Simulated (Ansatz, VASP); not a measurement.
**One calculation of Fe, two programs**

Contents of INCAR:

```
SYSTEM = Fe
ALGO     = Normal         ! electronic algorithm
EDIFF    = 1E-6           ! SCF threshold, eV
ENCUT    = 520            ! plane-wave cutoff, eV
GGA      = PE             ! functional
ISIF     = 2              ! what is computed and relaxed
ISMEAR   = -1             ! smearing method
ISPIN    = 2              ! spin polarisation
LASPH    = .TRUE.         ! aspherical terms in the spheres
LCHARG   = .FALSE.        ! write CHGCAR
LMAXMIX  = 4              ! l up to which the mixer works
LORBIT   = 11             ! projections on sites
LREAL    = .FALSE.        ! projectors in reciprocal space
LWAVE    = .FALSE.        ! write WAVECAR
MAGMOM   = 2.367          ! initial moments
NBANDS   = 14             ! bands
NELM     = 150            ! most SCF steps
PREC     = Accurate       ! precision mode
SIGMA    = 0.05           ! smearing width, eV
```

File KPOINTS:

```
k-points
0
G
  15 15 15
  0 0 0
```

POSCAR

```
Fe
1.0
    2.3392946347      0.0000000000      0.0000000000
    0.0000000000      2.3392946347      0.0000000000
    0.0000000000      0.0000000000      2.3392946347
Fe
1
Direct
    0.0000000000      0.0000000000      0.0000000000
```

Input for Ansatz:

```yaml
crystal:
  lattice:
    - [2.3392946347, 0.0, 0.0]
    - [0.0, 2.3392946347, 0.0]
    - [0.0, 0.0, 2.3392946347]
  atoms:
    - { symbol: Fe, position: [0.0, 0.0, 0.0], spin: 2.367 }
hamiltonian:
  xc: pbe
  pseudopotentials:
    kind: paw
    azcp:
      Fe: "pseudopotentials/Fe.paw.azcp"
basis:
  ecutwfc: 420
  fft_grid_basis: typed
kpoints:
  mp_grid: { grid: [15, 15, 15], shift: [0, 0, 0] }
magnetization:
  spin_polarized: true
scf:
  occupations: { method: fermi_dirac, width: 0.05 }
  lower_state_search: "off"
output:
  stress: true
  write_density: true
  write_potential: true
  elf: true
  volumetric_format: npy
```

Alike in both runs: task single point; functional PBE; k mesh 15 × 15 × 15; occupations fermi-dirac, width 0.05 eV; collinear spin.

|  | VASP | Ansatz |
| --- | --- | --- |
| version | VASP 6.6.1 | Ansatz 0.2.0 |
| potentials or method | VASP PAW PBE potentials, release 64 (Fe), cutoff 520 eV | plane waves (420 eV) with PAW, scalar-relativistic |
| valence electrons in the cell | 8 | 16 |

Ansatz gave:

- pressure (GPa): 5.2
- net moment per atom (μB): 2.30
- size of the moment on the site where the two differ most (μB): 2.28

Estimate VASP's values.

pressure (GPa): 4.6; net moment per atom (μB): 2.30; size of the moment on the site where the two differ most (μB): 2.29.

Site moments also hang on the region over which each program counts them. The functional is the same, so the differences come from potentials, cutoffs and numerics. VASP's potentials hold 8 valence electrons a cell and Ansatz's 16, so a difference there can come from the potentials and not from the codes.
